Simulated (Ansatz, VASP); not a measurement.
**One calculation of BN, two programs**

File INCAR:

```
  PREC = Accurate
  ENCUT = 520
  EDIFF = 1E-6
  ISMEAR = 0
  SIGMA = 0.05
  LREAL = False
  LASPH = True
  NELM = 100
  ALGO = Normal
  ISIF = 2
  LWAVE = False
  LCHARG = False
  GGA = PE
  NBANDS = 16
```

KPOINTS

```
regular mesh
0
Gamma
  12 12 6
```

POSCAR

```
BN
1.0
    2.4025301396      0.1113487850     -0.0470046987
   -1.1048341934      2.2837717114      0.1322355745
   -0.0777943400      0.2077965657      4.1802605917
B N
2 2
Direct
    0.6652811421      0.3101506624      1.0046896118
    0.2948351116      0.6654468389      0.5109327405
    0.6875001635      0.3296600713      0.6310774396
    0.3523835828      0.6947424274      0.1033002081
```

Input for Ansatz:

```yaml
crystal:
  lattice:
    - [2.4025301396, 0.111348785, -0.0470046987]
    - [-1.1048341934, 2.2837717114, 0.1322355745]
    - [-0.07779434, 0.2077965657, 4.1802605917]
  atoms:
    - { symbol: B, position: [0.6652811421, 0.3101506624, 1.0046896118] }
    - { symbol: B, position: [0.2948351116, 0.6654468389, 0.5109327405] }
    - { symbol: "N", position: [0.6875001635, 0.3296600713, 0.6310774396] }
    - { symbol: "N", position: [0.3523835828, 0.6947424274, 0.1033002081] }
basis:
  ecutwfc: 420
kpoints:
  mp_grid: { grid: [12, 12, 6] }
hamiltonian:
  xc: pbe
scf:
  occupations: { method: gaussian, width: 0.05 }
output:
  forces: true
  stress: true
  eigenvalues: true
```

Change from the starting cell: all atoms moved at random (sigma 0.06 Å a component), cell strained at random (sigma 0.05).

Alike in both runs: task single point; functional PBE; k mesh 12 × 12 × 6; occupations gaussian, width 0.05 eV; no spin polarisation.

```csv
,VASP,Ansatz
version,VASP 6.6.1,Ansatz 0.2.0
potentials or method,"VASP PAW PBE potentials, release 64 (B, N), cutoff 520 eV","scalar-relativistic, plane waves, PAW"
valence electrons in the cell,16,16
```

|  | VASP | Ansatz | Ansatz less VASP |
| --- | --- | --- | --- |
| gap on the k mesh at the Fermi level (eV) | 3.00 | 3.02 | +0.012 |
| least direct gap on the mesh (eV) | 5.12 | 5.13 | +0.004 |
| pressure (GPa) | 16.9 | 16.6 | -0.25 |
| traceless stress, the component that is largest in VASP (GPa) | -42.55 | -42.48 | +0.071 |
| rms of the force components (eV/Å) | 2.185 | 2.180 | -0.0052 |

Atom by atom the forces differ by 0.011 eV/Å (rms over components). The functional is the same, so the differences come from potentials, cutoffs and numerics.
